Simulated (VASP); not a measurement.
Write the native input for VASP 6.6.1 that does the following.

```
Task                   : single point
Functional             : r2SCAN
Potentials or basis    : VASP PAW PBE potentials, release 64 (Cs_sv, H)
Cutoff                 : 520 eV
k mesh                 : 6 × 6 × 4
Occupations            : gaussian, width 0.02 eV
Spin                   : no spin polarisation
Dipole correction      : no
Further INCAR settings : ALGO = Normal; EDIFF = 1e-07; NBANDS = 18
```

Crystal: CsH.

```
Cs H
1.0
     3.17319    3.17319    0.00000
    -3.17319    3.17319    0.00000
     0.00000    0.00000    6.75856
Cs H
2 2
Direct
  0.00000 0.00000 0.00000
  0.50000 0.50000 0.50000
  0.50000 0.50000 0.00000
  0.00000 0.00000 0.50000
```

This cell differs from its parent crystal: uniaxial strain along c: +6.0 %, then relaxed in part.

One way to write it, as run:

POSCAR

```
CsH
1.0
    3.1731926501      3.1731926501      0.0000000000
   -3.1731926501      3.1731926501      0.0000000000
    0.0000000000      0.0000000000      6.7585600000
Cs H
2 2
Direct
    0.0000000000      0.0000000000      0.0000000000
    0.5000000000      0.5000000000      0.5000000000
    0.5000000000      0.5000000000      0.0000000000
    0.0000000000      0.0000000000      0.5000000000
```

INCAR.step1

```
SYSTEM = CsH
PREC = Accurate
ENCUT = 520
ISMEAR = 0
SIGMA = 0.02
LREAL = .FALSE.
LASPH = .TRUE.
NELM = 60
NBANDS = 18
GGA = PE
ALGO = Normal
EDIFF = 1E-4
LWAVE = .TRUE.
LCHARG = .FALSE.
```

INCAR.step2

```
SYSTEM = CsH
PREC = Accurate
ENCUT = 520
EDIFF = 1E-7
ISMEAR = 0
SIGMA = 0.02
LREAL = .FALSE.
LASPH = .TRUE.
NELM = 60
ALGO = Normal
ISIF = 2
LWAVE = .FALSE.
LCHARG = .TRUE.
METAGGA = R2SCAN
LMIXTAU = .TRUE.
LELF = .TRUE.
LVHAR = .TRUE.
NBANDS = 18
ISTART = 1
```

KPOINTS

```
Automatic mesh
0
G
  6 6 4
  0 0 0
```

Potentials or basis: VASP PAW PBE potentials, release 64 (Cs_sv, H).

Run with:

```console
$ cat potpaw_PBE.64/Cs_sv/POTCAR potpaw_PBE.64/H/POTCAR > POTCAR
$ cp INCAR.step1 INCAR
$ mpirun -np 1 vasp_std > vasp.out
$ cp INCAR.step2 INCAR
$ mpirun -np 1 vasp_std > vasp.out
```

Results of the run:

```yaml
Pressure: -0.3 GPa
Band_gap_on_the_k_mesh: 2.70 eV
```

Caveat: the cell differs from its parent crystal (uniaxial strain along c: +6.0 %, then relaxed in part); the PAW data sets were made with another functional, which shifts forces and pressure a little; spin-orbit coupling is left out, which moves the levels of the heavy elements.

It took 4 min on 1 thread of AMD EPYC 7R13, with other jobs on the host, peak memory 0.29 GiB.
